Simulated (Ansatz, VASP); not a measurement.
## Cs2SnI6 in VASP and in Ansatz

File INCAR:

```
ALGO = Normal
EDIFF = 1E-6
ENCUT = 500
GGA = PE
GGA_COMPAT = False
ISIF = 2
ISMEAR = -1
KPAR = 4
LASPH = True
LCHARG = False
LORBIT = 11
LORBMOM = True
LREAL = False
LSORBIT = True
LWAVE = False
MAGMOM = 0 0 0 0 0 0 0 0 0 0 0 0 0 0 0 0 0 0 0 0 0 0 0 0 0 0 0
NBANDS = 93
NELM = 200
PREC = Accurate
SIGMA = 0.02
```

Contents of KPOINTS:

```
k-points
0
Gamma
  4 4 4
```

POSCAR

```
Cs2SnI6
1.0
    0.0000000000      5.9203886531      5.9203886531
    5.9203886531      0.0000000000      5.9203886531
    5.9203886531      5.9203886531      0.0000000000
Cs Sn I
2 1 6
Direct
    0.2500000000      0.2500000000      0.2500000000
    0.7500000000      0.7500000000      0.7500000000
    0.0000000000      0.0000000000      0.0000000000
    0.2436476375      0.7563523625      0.7563523625
    0.2436476375      0.7563523625      0.2436476375
    0.7563523625      0.2436476375      0.7563523625
    0.7563523625      0.2436476375      0.2436476375
    0.7563523625      0.7563523625      0.2436476375
    0.2436476375      0.2436476375      0.7563523625
```

Input for Ansatz:

```yaml
crystal:
  lattice:
    - [0.0, 5.9203886531, 5.9203886531]
    - [5.9203886531, 0.0, 5.9203886531]
    - [5.9203886531, 5.9203886531, 0.0]
  atoms:
    - { symbol: Cs, position: [0.25, 0.25, 0.25] }
    - { symbol: Cs, position: [0.75, 0.75, 0.75] }
    - { symbol: Sn, position: [0.0, 0.0, 0.0] }
    - { symbol: I, position: [0.2436476375, 0.7563523625, 0.7563523625] }
    - { symbol: I, position: [0.2436476375, 0.7563523625, 0.2436476375] }
    - { symbol: I, position: [0.7563523625, 0.2436476375, 0.7563523625] }
    - { symbol: I, position: [0.7563523625, 0.2436476375, 0.2436476375] }
    - { symbol: I, position: [0.7563523625, 0.7563523625, 0.2436476375] }
    - { symbol: I, position: [0.2436476375, 0.2436476375, 0.7563523625] }
kpoints:
  mp_grid: { grid: [4, 4, 4] }
  band_path:
    path:
      - [0.0, 0.0, 0.0]
      - [0.5, 0.0, 0.5]
      - [0.625, 0.25, 0.625]
      - [0.375, 0.375, 0.75]
      - [0.5, 0.5, 0.5]
      - [0.5, 0.25, 0.75]
    npoints: 1
hamiltonian:
  xc: pbe
scf:
  occupations: { method: fermi_dirac, width: 0.02 }
  n_extra_bands: 12
magnetization:
  noncollinear: true
  spin_orbit: true
output:
  forces: true
  stress: true
  eigenvalues: true
```

Alike in both runs: task single point; functional PBE; k mesh 4 × 4 × 4; occupations fermi-dirac, width 0.02 eV; non-collinear spin, spin-orbit coupling.

|  | VASP | Ansatz |
| --- | --- | --- |
| version | VASP 6.6.1 | Ansatz 0.2.0 |
| potentials or method | VASP PAW PBE potentials, release 64 (Cs_sv, Sn_d, I) | plane waves, PAW |
| plane-wave cutoff (eV) | 500 | 420 |
| valence electrons in the cell | 74 | 134 |

Ansatz gave:

- pressure (GPa): 0.8
- rms of the force components (eV/Å): 0.091

Question: Which values does VASP return?

Answer: Pressure (GPa): 0.8; rms of the force components (eV/Å): 0.092.

Atom by atom the forces differ by 0.000 eV/Å (rms over components). With one functional, cell and mesh, what is left measures potentials, basis and numerics. VASP's potentials hold 74 valence electrons a cell and Ansatz's 134, so a difference there can come from the potentials and not from the codes.
